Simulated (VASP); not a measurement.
Wanted: the native input for a VASP 6.6.1 run.

* Task: single point
* Functional: PBE
* Potentials or basis: VASP PAW PBE potentials, release 64 (W_sv, S)
* Cutoff: 520 eV
* k mesh: 4 × 4 × 1
* Occupations: gaussian, width 0.1 eV
* Spin: no spin polarisation
* Dipole correction: yes
* Further INCAR settings: LREAL = Auto; ALGO = Fast; EDIFF = 1e-06; NBANDS = 129

The structure of W16S lies in POSCAR:

```
W16S
1.0
    6.3671172886      0.0000000000      0.0000000000
    0.0000000000      6.3671172886      0.0000000000
    0.0000000000      0.0000000000     20.1423120279
W S
16 1
Direct
    0.2500000000      0.2500000000      0.1985869345
    0.2500000000      0.7500000000      0.1985869345
    0.7500000000      0.2500000000      0.1985869345
    0.7500000000      0.7500000000      0.1985869345
    0.0000000000      0.0000000000      0.2776135786
    0.0000000000      0.5000000000      0.2776135786
    0.5000000000      0.0000000000      0.2776135786
    0.5000000000      0.5000000000      0.2776135786
    0.2500000000      0.2500000000      0.3599329425
    0.2500000000      0.7500000000      0.3599329425
    0.7500000000      0.2500000000      0.3599329425
    0.7500000000      0.7500000000      0.3599329425
    0.0000000000      0.0000000000      0.4290625632
    0.0000000000      0.5000000000      0.4290625632
    0.5000000000      0.0000000000      0.4290625632
    0.5000000000      0.5000000000      0.4290625632
    0.0000000000      0.1250000000      0.5313843585
```

One way to write it, as run:

INCAR

```
  PREC = Accurate
  ENCUT = 520
  EDIFF = 1E-6
  ISMEAR = 0
  SIGMA = 0.1
  LREAL = Auto
  LASPH = True
  NELM = 80
  ALGO = Fast
  ISIF = 2
  LWAVE = False
  LCHARG = False
  LDIPOL = True
  IDIPOL = 3
  DIPOL = 0.5 0.5 0.329
  GGA = PE
  NBANDS = 129
```

KPOINTS

```
Automatic mesh
0
Gamma
  4 4 1
```

Potentials or basis: VASP PAW PBE potentials, release 64 (W_sv, S).

Launch:

```sh
$ cat potpaw_PBE.64/W_sv/POTCAR potpaw_PBE.64/S/POTCAR > POTCAR
$ mpirun -np 1 vasp_std > vasp.out
```

Results of the run:

The largest force is 2.450 eV/Å. The band gap on the k mesh is zero (bands 115 and 116 overlap by 0.30 eV).

Caveat: spin-orbit coupling is left out, which moves the levels of the heavy elements.

It took 54 min on 1 thread of Oxide Virtual Turin-like Processor, on a shared host, peak memory 0.99 GiB.
